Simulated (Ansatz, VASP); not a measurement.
# Re in VASP and in Ansatz

```xyz
1
Lattice="0.0000 1.9384 1.9384 1.9384 0.0000 1.9384 1.9384 1.9384 0.0000" Properties=species:S:1:pos:R:3 pbc="T T T"
Re    0.0000    0.0000    0.0000
```

Alike in both runs: task single point; functional PBE; k mesh 12 × 12 × 12; occupations fermi-dirac, width 0.0612256 eV; no spin polarisation.

|  | VASP | Ansatz |
| --- | --- | --- |
| version | VASP 6.6.1 | Ansatz 0.2 development build |
| potentials or method | VASP PAW PBE potentials, release 64 (Re), cutoff 600 eV | all-electron full-potential LAPW, scalar-relativistic |

|  | VASP | Ansatz | Ansatz less VASP |
| --- | --- | --- | --- |
| pressure (GPa) | 11.3 | 11.6 | +0.35 |

Ansatz ran all-electron here, and VASP with PAW potentials.

Neither program's run includes spin-orbit coupling.
